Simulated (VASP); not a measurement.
# NaCl (Fm-3m) in VASP: further runs

Runs on NaCl. Level: PBEsol. Tasks: single point.

Everything below comes from runs of VASP 6.6.1. Logs are shortened: lines on timing, memory, paths and dates and some standing lists are left out, and cuts for length are marked.

### 1 The cell of the first run

Symmetry: Fm-3m, No. 225, cubic system. The conventional cell has a = 5.617 Å, b = 5.617 Å, c = 5.617 Å, α = 90.00°, β = 90.00°, γ = 90.00°. Na (site symmetry m-3m) has 6 Cl at 2.81 Å within 3.7 Å. Cl (site symmetry m-3m) has 6 Na at 2.81 Å within 3.7 Å.

### 2 Single point, PBEsol (strained)

The input, INCAR:

```
PREC     = Accurate       # precision mode
ENCUT    = 520            # plane-wave cutoff, eV
EDIFF    = 1E-6           # SCF threshold, eV
ISMEAR   = 0              # smearing method
SIGMA    = 0.02           # smearing width, eV
LREAL    = F              # projectors in reciprocal space
LASPH    = T              # aspherical terms in the spheres
NELM     = 80             # most SCF steps
ALGO     = Normal         # electronic algorithm
ISIF     = 2              # what is computed and relaxed
LWAVE    = F              # write WAVECAR
LCHARG   = F              # write CHGCAR
GGA      = PS             # functional
NBANDS   = 14             # bands
```

The input, KPOINTS:

```
Automatic mesh
0
Gamma
  8 8 8
```

The input, POSCAR:

```
NaCl
1.0
    0.0000000000      2.8083597450      2.8083597450
    2.8083597450      0.0000000000      2.8083597450
    2.8083597450      2.8083597450      0.0000000000
Na Cl
1 1
Direct
    0.0000000000      0.0000000000      0.0000000000
    0.5000000000      0.5000000000      0.5000000000
```

Potentials or basis: VASP PAW PBE potentials, release 64 (Na_pv, Cl).

Command:

```
$ cat potpaw_PBE.64/Na_pv/POTCAR potpaw_PBE.64/Cl/POTCAR > POTCAR
$ mpirun -np 1 vasp_std > vasp.out
```

OUTCAR:

```text
PREC = Accurate
   ENCUT = 520
   EDIFF = 1E-6
   ISMEAR = 0
   LREAL = F
   LASPH = T
   NELM = 80
   ISIF = 2
   GGA = PS

 ion  position               nearest neighbor table
   1  0.000  0.000  0.000-
   2  0.500  0.500  0.500-

  LATTYP: Found a face centered cubic cell.
 ALAT       =     5.6167194900

  Lattice vectors:

 A1 = (   0.0000000000,   2.8083597450,   2.8083597450)
 A2 = (   2.8083597450,   0.0000000000,   2.8083597450)
 A3 = (   2.8083597450,   2.8083597450,   0.0000000000)

Analysis of symmetry for initial positions (statically):
=====================================================================
 Subroutine PRICEL returns:
 Original cell was already a primitive cell.

 Routine SETGRP: Setting up the symmetry group for a
 face centered cubic supercell.

 Subroutine GETGRP returns: Found 48 space group operations
 (whereof 48 operations were pure point group operations)
 out of a pool of 48 trial point group operations.

The static configuration has the point symmetry O_h .

Analysis of symmetry for dynamics (positions and initial velocities):
=====================================================================
 Subroutine PRICEL returns:
 Original cell was already a primitive cell.

 Routine SETGRP: Setting up the symmetry group for a
 face centered cubic supercell.

 Subroutine GETGRP returns: Found 48 space group operations
 (whereof 48 operations were pure point group operations)
 out of a pool of 48 trial point group operations.

The dynamic configuration has the point symmetry O_h .

 Subroutine INISYM returns: Found 48 space group operations
 (whereof 48 operations are pure point group operations),
 and found     1 'primitive' translations

----------------------------------------------------------------------------------------

                                     Primitive cell

  volume of cell :      44.2984

  direct lattice vectors                    reciprocal lattice vectors
     0.000000000  2.808359745  2.808359745    -0.178039869  0.178039869  0.178039869
     2.808359745  0.000000000  2.808359745     0.178039869 -0.178039869  0.178039869
     2.808359745  2.808359745  0.000000000     0.178039869  0.178039869 -0.178039869

  length of vectors
     3.971620439  3.971620439  3.971620439     0.308374098  0.308374098  0.308374098

  position of ions in fractional coordinates (direct lattice)
     0.000000000  0.000000000  0.000000000
     0.500000000  0.500000000  0.500000000

  ion indices of the primitive-cell ions
   primitive index   ion index
                 1           1
                 2           2

----------------------------------------------------------------------------------------

 KPOINTS: Automatic mesh

Automatic generation of k-mesh.
 Grid dimensions read from file:
 generate k-points for:    8    8    8

 Generating k-lattice:

  Cartesian coordinates                     Fractional coordinates (reciprocal lattice)
    -0.022254984  0.022254984  0.022254984     0.125000000  0.000000000  0.000000000
     0.022254984 -0.022254984  0.022254984     0.000000000  0.125000000  0.000000000
     0.022254984  0.022254984 -0.022254984     0.000000000  0.000000000  0.125000000

  Length of vectors
     0.038546762  0.038546762  0.038546762

  Shift w.r.t. Gamma in fractional coordinates (k-lattice)
     0.000000000  0.000000000  0.000000000

 Subroutine IBZKPT returns following result:
 ===========================================

 Found     29 irreducible k-points:

 Following reciprocal coordinates:
            Coordinates               Weight
  0.000000  0.000000  0.000000      1.000000
  0.125000  0.000000  0.000000      8.000000
  0.250000  0.000000  0.000000      8.000000
  0.375000  0.000000  0.000000      8.000000
  0.500000  0.000000  0.000000      4.000000
  0.125000  0.125000  0.000000      6.000000
[... 16 lines left out ...]
  0.500000  0.250000  0.125000     48.000000
 -0.375000  0.250000  0.125000     24.000000
 [... further k-points ...]
   k-points           NKPTS =     29   k-points in BZ     NKDIM =     29   number of bands    NBANDS=     14
   number of dos      NEDOS =    301   number of ions     NIONS =      2
   total plane-waves  NPLWV =  27000
   dimension x,y,z NGX =    30 NGY =   30 NGZ =   30
   dimension x,y,z NGXF=    60 NGYF=   60 NGZF=   60
   ions per type =               1   1
   NGX,Y,Z   is equivalent  to a cutoff of  12.56, 12.56, 12.56 a.u.
   NGXF,Y,Z  is equivalent  to a cutoff of  25.12, 25.12, 25.12 a.u.
 SYSTEM =  unknown system
   PREC   = accura    normal or accurate (medium, high low for compatibility)
   ISTART =      0    job   : 0-new  1-cont  2-samecut
   ICHARG =      2    charge: 1-file 2-atom 10-const
   ISPIN  =      1    spin polarized calculation?
   LNONCOLLINEAR =      F non collinear calculations
   LSORBIT =      F    spin-orbit coupling
   LASPH  =      T    aspherical Exc in radial PAW
   ENCUT  =  520.0 eV  38.22 Ry    6.18 a.u.   7.38  7.38  7.38*2*pi/ulx,y,z
   NELM   =     80;   NELMIN=  2; NELMDL= -5     # of ELM steps
   EDIFF  = 0.1E-05   stopping-criterion for ELM
   LREAL  =      F    real-space projection
   EDIFFG = 0.1E-04   stopping-criterion for IOM
   NSW    =      0    number of steps for IOM
   IBRION =     -1    ionic relax: 0-MD 1-quasi-New 2-CG
   NFREE  =      0    steps in history (QN), initial steepest desc. (CG)
   ISIF   =      2    stress and relaxation
   ISYM   =      2    0-nonsym 1-usesym 2-fastsym
   POTIM  = 0.5000    time-step for ionic-motion
   TEBEG  =    0.0;   TEEND  =   0.0 temperature during run
   PSTRESS=    0.0 pullay stress
   NELECT =      14.0000    total number of electrons
   NUPDOWN=      -1.0000    fix difference up-down
   EMIN   =  10.00;   EMAX   =-10.00  energy-range for DOS
   EFERMI =   0.00;   METHOD = LEGACY
   ISMEAR =     0;   SIGMA  =   0.02  broadening in eV -4-tet -1-fermi 0-gaus
   EFERMI_NEDOS =   21; number of points for ismear=-14 and -15
   IALGO  =     38    algorithm
   IMIX   =      4    mixing-type and parameters
     AMIX     =   0.40;   BMIX     =  1.00
     AMIX_MAG =   1.60;   BMIX_MAG =  1.00
  volume/ion in A,a.u.               =      22.15       149.47
  Fermi-wavevector in a.u.,A,eV,Ry     =   1.115120  2.107270 16.918731  1.243492
  Thomas-Fermi vector in A             =   2.251721
   LORBIT       =      0    0 simple, 1 ext, 2 COOP (PROOUT), +10 PAW based schemes
   GGA     = PS    functional components
   LHFCALC =     F    Hartree Fock is set to
   AEXX    =    0.0000 exact exchange contribution
   IVDW    =     0    specifies the selected vdW correction
   LEPSILON=     F    determine dielectric tensor
   LRPA    =     F    only Hartree local field effects (RPA)
 non-spin polarized calculation
 Gauss-broadening in eV      SIGMA  =   0.02
  energy-cutoff  :      520.00
  volume of cell :       44.30
 maximum number of plane-waves:      1243
 NGX is ok and might be reduce to    30
   NGX = 15   NGY = 15   NGZ = 15

 number of electron      14.0000001 magnetization

 Free energy of the ion-electron system (eV)
  ---------------------------------------------------
  ext. energy  EPLUGINS =         0.00000000
  ---------------------------------------------------
  free energy    TOTEN  =        -6.99821296 eV

  energy without entropy =       -6.99821296  energy(sigma->0) =       -6.99821296

 E-fermi :  -0.5262     XC(G=0):  -8.3882

 val. band max:       -0.7131236143   @ k =   0.0000   0.0000   0.0000
 cond. band min:       4.2641704029   @ k =   0.0000   0.0000   0.0000
 fundamental gap:      4.9772940172
 Fermi energy:        -0.5261748336

 k-point     1 :       0.0000    0.0000    0.0000
  band No.  band energies     occupation
      1     -21.3412      2.00000
      2     -21.3412      2.00000
      3     -21.3412      2.00000
      4     -13.3858      2.00000
      5      -0.7131      2.00000
      6      -0.7131      2.00000
      7      -0.7131      2.00000
      8       4.2642      0.00000
      9      10.2964      0.00000
     10      10.2964      0.00000
     11      10.2964      0.00000
     12      12.5333      0.00000
     13      12.5333      0.00000
     14      13.9276      0.00000

 k-point     2 :       0.1250    0.0000    0.0000
  band No.  band energies     occupation
      1     -21.3460      2.00000
      2     -21.3416      2.00000
      3     -21.3416      2.00000
      4     -13.3359      2.00000
      5      -1.1019      2.00000
      6      -0.7558      2.00000
      7      -0.7558      2.00000
      8       4.7737      0.00000
      9       9.7297      0.00000
     10      10.4934      0.00000
     11      10.4934      0.00000
     12      12.2650      0.00000
     13      12.2650      0.00000
     14      14.8981      0.00000

 k-point     3 :       0.2500    0.0000    0.0000
  band No.  band energies     occupation
      1     -21.3576      2.00000
      2     -21.3424      2.00000
      3     -21.3424      2.00000
      4     -13.2117      2.00000
      5      -1.8625      2.00000
      6      -0.8556      2.00000
      7      -0.8556      2.00000
      8       5.7514      0.00000
      9       9.1715      0.00000
     10      10.5971      0.00000
     11      10.5971      0.00000
     12      12.4714      0.00000
     13      12.4714      0.00000
     14      14.8510      0.00000
[... 324 lines left out ...]
 k-point    23 :       0.5000    0.2500    0.1250
  band No.  band energies     occupation
      1     -21.3648      2.00000
      2     -21.3496      2.00000
      3     -21.3451      2.00000
      4     -13.0341      2.00000
      5      -2.3178      2.00000
      6      -1.4319      2.00000
      7      -1.0883      2.00000
      8       7.3338      0.00000
      9       8.7558      0.00000
     10       9.1414      0.00000
     11      11.1432      0.00000
     12      12.9569      0.00000
     13      15.3167      0.00000
     14      15.8504      0.00000

 k-point    24 :      -0.3750    0.2500    0.1250
  band No.  band energies     occupation
      1     -21.3673      2.00000
      2     -21.3501      2.00000
      3     -21.3460      2.00000
      4     -12.9933      2.00000
      5      -2.4389      2.00000
      6      -1.5138      2.00000
      7      -1.1436      2.00000
      8       7.4647      0.00000
      9       8.7971      0.00000
     10       9.4318      0.00000
     11      10.9560      0.00000
     12      13.5732      0.00000
     13      14.8775      0.00000
     14      15.9640      0.00000

 [... further k-points ...]

------------------------ aborting loop because EDIFF is reached ----------------------------------------

  FORCE on cell =-STRESS in cart. coord.  units (eV):
  Direction    XX          YY          ZZ          XY          YZ          ZX
  --------------------------------------------------------------------------------------
  -------------------------------------------------------------------------------------
  Total       -0.0496282     -0.0496282     -0.0496282     -0.0000000     -0.0000000      0.0000000
  in kB       -1.7949455     -1.7949455     -1.7949455     -0.0000000     -0.0000000      0.0000000
  external PRESSURE =      -1.7949455 kB  Pullay stress =       0.0000000 kB

 VOLUME and BASIS-vectors are now :
 -----------------------------------------------------------------------------
  energy-cutoff  :      520.00
  volume of cell :       44.30
      direct lattice vectors                 reciprocal lattice vectors
     0.000000000  2.808359745  2.808359745    -0.178039869  0.178039869  0.178039869
     2.808359745  0.000000000  2.808359745     0.178039869 -0.178039869  0.178039869
     2.808359745  2.808359745  0.000000000     0.178039869  0.178039869 -0.178039869

 POSITION                                       TOTAL-FORCE (eV/Angst)
 -----------------------------------------------------------------------------------
      0.00000      0.00000      0.00000         0.000000     -0.000000      0.000000
      2.80836      2.80836      2.80836         0.000000      0.000000      0.000000
 -----------------------------------------------------------------------------------
    total drift:                               -0.000000      0.000000      0.000000

  FREE ENERGIE OF THE ION-ELECTRON SYSTEM (eV)
  ---------------------------------------------------
  free  energy   TOTEN  =        -6.9982129627 eV

  energy  without entropy=       -6.9982129627  energy(sigma->0) =       -6.99821296
```

Run time: 37 s. Hardware: 1 thread of Intel Xeon 6975P-C, shared host; peak memory 0.17 GiB.

Results:

| Quantity | Value |
| --- | --- |
| Free energy | -6.9982 eV |
| Pressure | -0.2 GPa |
| Band gap on the k mesh | 4.98 eV, direct |

Caveat: the cell differs from its parent crystal (strained); the PAW data sets were made with another functional, which shifts forces and pressure a little.

### 3 Single point, PBEsol

This run uses another cell than the first one, of 17.79 Å³/atom, 0.803 times its volume.

The input, INCAR:

```
PREC = Accurate
ENCUT = 500
EDIFF = 1E-6
ISMEAR = 0
SIGMA = 0.01
LREAL = F
LASPH = T
NELM = 120
ALGO = Normal
ISIF = 2
LWAVE = F
LCHARG = F
GGA = PS
NBANDS = 14
GGA_COMPAT = F
```

The input, KPOINTS:

```
regular mesh
0
Gamma
  8 8 8
```

The input, POSCAR:

```
NaCl
1.0
    0.0000000000      2.6103676461      2.6103676461
    2.6103676461      0.0000000000      2.6103676461
    2.6103676461      2.6103676461      0.0000000000
Na Cl
1 1
Direct
    0.0000000000      0.0000000000      0.0000000000
    0.5000000000      0.5000000000      0.5000000000
```

Potentials or basis: VASP PAW PBE potentials, release 64 (Na_pv, Cl).

Command:

```
$ cat potpaw_PBE.64/Na_pv/POTCAR potpaw_PBE.64/Cl/POTCAR > POTCAR
$ mpirun -np 1 vasp_std > vasp.out
```

Run time: 16 s. Hardware: 1 thread of Intel Xeon 8259CL, shared host; peak memory 0.15 GiB.

The run converged. Its results:

```yaml
Free_energy: -6.8000 eV
Pressure: 9.1 GPa
Band_gap_on_the_k_mesh: 5.95 eV, direct
```

Levels at points of the mesh, in eV from the valence-band top:
```
           k point  band 3  band 4  band 5  band 6  band 7  band 8  band 9  band 10  band 11  band 12
(0.00, 0.00, 0.00)  -20.34  -13.31    0.00    0.00    0.00    5.95   11.13    11.13    11.13    13.69
(0.50, 0.00, 0.00)  -20.35  -12.63   -2.81   -0.44   -0.44    7.42   11.36    11.36    12.48    16.41
(0.50, 0.50, 0.00)  -20.37  -12.59   -2.42   -0.88   -0.88    7.54    8.05    12.89    16.07    16.80
```

Caveat: the PAW data sets were made with another functional, which shifts forces and pressure a little. PBEsol gaps usually lie below the measured ones, often by a third to a half.

[end of part 1 of 2]
